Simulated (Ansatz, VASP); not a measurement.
## One calculation of Ag, two programs

```
Ag
1.0
     2.85734    0.00000    0.00000
    -1.42867    2.47453    0.00000
     0.00000    0.00000   10.00000
Ag
4
Cartesian
  0.0000 1.6497 2.5000
  1.4287 0.8248 7.5000
  0.0000 0.0000 0.0000
  0.0000 0.0000 5.0000
```

Change from the starting cell: equal xx and yy strain of -1 %, crystal datasets.

Alike in both runs: task electric field gradients; functional PBE; k mesh 14 × 14 × 4; occupations fermi-dirac, width 0.08 eV; no spin polarisation.

|  | VASP | Ansatz |
| --- | --- | --- |
| version | VASP 6.6.1 | Ansatz 0.2.0 |
| potentials or method | VASP PAW PBE potentials, release 64 (Ag), cutoff 520 eV | all-electron PAW with datasets made for the crystal, scalar-relativistic |

|  | VASP | Ansatz | Ansatz less VASP |
| --- | --- | --- | --- |
| pressure (GPa) | 1.5 | 1.6 | +0.11 |
| traceless stress, the component that is largest in VASP (GPa) | -4.28 | -4.30 | -0.022 |
| size of Vzz on the site where it differs most (V/Å²) | 12.2 | 5.6 | -6.58 |

Ansatz ran all-electron here, and VASP with PAW potentials.
